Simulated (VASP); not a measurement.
Write the native input for VASP 6.6.1 that does the following.

- Task: relaxation of cell and atoms
- Functional: PBE
- Potentials or basis: VASP PAW PBE potentials, release 64 (Nd_3, Pb_d, I), 4f in core
- Cutoff: 500 eV
- k mesh: 8 × 8 × 6
- Occupations: gaussian, width 0.1 eV
- Spin: no spin polarisation
- Dipole correction: no
- Further INCAR settings: ALGO = Normal; EDIFF = 1e-07; IBRION = 2; EDIFFG = -0.01; NSW = 100; ISIF = 3

The structure of NdPbI4 lies in POSCAR:

```
NdPbI4
1.0
    5.4911613689      0.0000000000      0.0000000000
    0.0000000000      5.4911613689      0.0000000000
    0.0000000000      0.0000000000      7.9968524743
Nd Pb I
1 1 4
Direct
    0.5000000000      0.5000000000      0.5000000000
    0.0000000000      0.0000000000      0.0000000000
    0.5000000000      0.0000000000      0.7378411101
    0.0000000000      0.5000000000      0.2621588899
    0.5000000000      0.0000000000      0.2621588899
    0.0000000000      0.5000000000      0.7378411101
```

The cell was generated, and may not be a known phase.

These files were run (other wordings do the same):

INCAR

```
PREC     = Accurate       # precision mode
ENCUT    = 500            # plane-wave cutoff, eV
EDIFF    = 1E-7           # SCF threshold, eV
ISMEAR   = 0              # smearing method
SIGMA    = 0.1            # smearing width, eV
LREAL    = False          # projectors in reciprocal space
LASPH    = True           # aspherical terms in the spheres
NELM     = 200            # most SCF steps
ALGO     = Normal         # electronic algorithm
ISIF     = 3              # what is computed and relaxed
LWAVE    = False          # write WAVECAR
LCHARG   = False          # write CHGCAR
GGA      = PE             # functional
IBRION   = 2              # ionic algorithm
NSW      = 100            # ionic steps
EDIFFG   = -0.01          # ionic threshold
GGA_COMPAT= False        
NELMIN   = 4            
LMAXMIX  = 6              # l up to which the mixer works
```

KPOINTS

```
Automatic mesh
0
Gamma
  8 8 6
```

Potentials or basis: VASP PAW PBE potentials, release 64 (Nd_3, Pb_d, I), 4f in core.

The run is started by

```sh
$ cat potpaw_PBE.64/Nd_3/POTCAR potpaw_PBE.64/Pb_d/POTCAR potpaw_PBE.64/I/POTCAR > POTCAR
$ mpirun -np 1 vasp_std > vasp.out
```

Results of the run:

```yaml
Relaxed_volume: 40.26 Å³/atom
Relaxed_cell: a = 5.502 Å, b = 5.502 Å, c = 7.982 Å, α = 90.00°, β = 90.00°, γ = 90.00°
Space_group_after_relaxing_to_0.1_Å: P4/mmm (No. 123)
Energy_gained_by_relaxing: 0.1 meV/atom
Ionic_steps: 5
Pressure_after_relaxing: 0.0 GPa
Band_gap_on_the_k_mesh: zero (an odd number of electrons rules out a gap without spin polarisation)
```

Caveat: spin-orbit coupling is left out, which moves the levels of the heavy elements; the 4f electrons are frozen in the core, so they carry no moment and show no levels; an odd number of electrons without spin polarisation forces a metal; a magnetic or distorted state may lie lower; the run has no spin polarisation, though such a crystal can be magnetic.

Run time: 15 min on 1 thread of Intel(R) Xeon(R) 6975P-C (Granite Rapids), on a shared host, peak memory 0.62 GiB.
